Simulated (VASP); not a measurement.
Here is a VASP 6.6.1 calculation.

The input INCAR:

```
SYSTEM = Mg4H
PREC = Accurate
ENCUT = 520
EDIFF = 1E-7
ISMEAR = 0
SIGMA = 0.1
LREAL = .FALSE.
LASPH = .TRUE.
NELM = 100
ALGO = Normal
ISIF = 2
LWAVE = .FALSE.
LCHARG = .FALSE.
LDIPOL = .TRUE.
IDIPOL = 3
DIPOL = 0.5 0.5 0.303
GGA = PE
NBANDS = 20
```

The input KPOINTS:

```
regular mesh
0
G
  4 5 1
  0 0 0
```

The input POSCAR:

```
Mg4H
1.0
    6.4201385733      0.0000000000      0.0000000000
    0.0000000000      5.1379129567      0.0000000000
    0.0000000000      0.0000000000     21.6644777330
Mg H
8 2
Direct
    0.0000000000      0.7500000000      0.1846340378
    0.5000000000      0.7500000000      0.1846340378
    0.2500000000      0.2500000000      0.2274076137
    0.7500000000      0.2500000000      0.2274076137
    0.2500000000      0.7500000000      0.3173234500
    0.7500000000      0.7500000000      0.3173234500
    0.0000000000      0.2500000000      0.3537808678
    0.5000000000      0.2500000000      0.3537808678
    0.5436181618      0.0833333333      0.4336350891
    0.9563818382      0.0833333333      0.4336350891
```

Potentials or basis: VASP PAW PBE potentials, release 64 (Mg, H).

The run is started by

```sh
$ cat potpaw_PBE.64/Mg/POTCAR potpaw_PBE.64/H/POTCAR > POTCAR
$ mpirun -np 1 vasp_std > vasp.out
```

(1) Predict the largest force.

(2) Estimate the band gap on the k mesh.

## Answers

(1) 1.111 eV/Å.

(2) zero (band 9 reaches -1.98 eV, above the bottom of band 10 at -3.02 eV).
